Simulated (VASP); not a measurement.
Here is a VASP 6.6.1 calculation.

File INCAR:

```
  PREC = Accurate
  ENCUT = 600
  EDIFF = 1E-6
  ISMEAR = 0
  SIGMA = 0.1
  LREAL = F
  LASPH = T
  NELM = 60
  ALGO = Normal
  ISIF = 3
  LWAVE = F
  LCHARG = F
  GGA = PE
  IBRION = 2
  NSW = 90
  EDIFFG = -0.04
```

KPOINTS

```
Automatic mesh
0
Gamma
  6 6 4
```

The input POSCAR:

```
Mg2Si3N
1.0
    3.7127786100      0.0000000000      0.0000000000
   -1.8563893100      3.2153606000      0.0000000000
    0.0000000000      0.0000000000      7.3291148600
Mg Si N
2 3 1
Direct
    0.3333333300      0.6666666700      0.7520078400
    0.3333333300      0.6666666700      0.2479921600
    0.6666666700      0.3333333300      0.0000000000
    0.0000000000      0.0000000000      0.5000000000
    0.0000000000      0.0000000000      0.0000000000
    0.6666666700      0.3333333300      0.5000000000
```

Potentials or basis: VASP PAW PBE potentials, release 64 (Mg, Si, N).

Command:

```sh
$ cat potpaw_PBE.64/Mg/POTCAR potpaw_PBE.64/Si/POTCAR potpaw_PBE.64/N/POTCAR > POTCAR
$ mpirun -np 1 vasp_std > vasp.out
```

**Question.** What does it give for the relaxed cell?

**Answer.** a = 3.814 Å, b = 3.814 Å, c = 7.802 Å, α = 90.00°, β = 90.00°, γ = 120.00°.

**Question.** What does it give for the space group after relaxing (to 0.05 Å)?

**Answer.** P-6m2 (No. 187).

**Question.** Predict the relaxed volume.

**Answer.** 16.38 Å³/atom.

Forces in eV/Å, atoms in the order of the input:
```
Mg   0.000  0.000  0.022
Mg   0.000  0.000 -0.022
Si   0.000  0.000  0.000
Si   0.000  0.000  0.000
Si   0.000  0.000  0.000
N    0.000  0.000  0.000
```
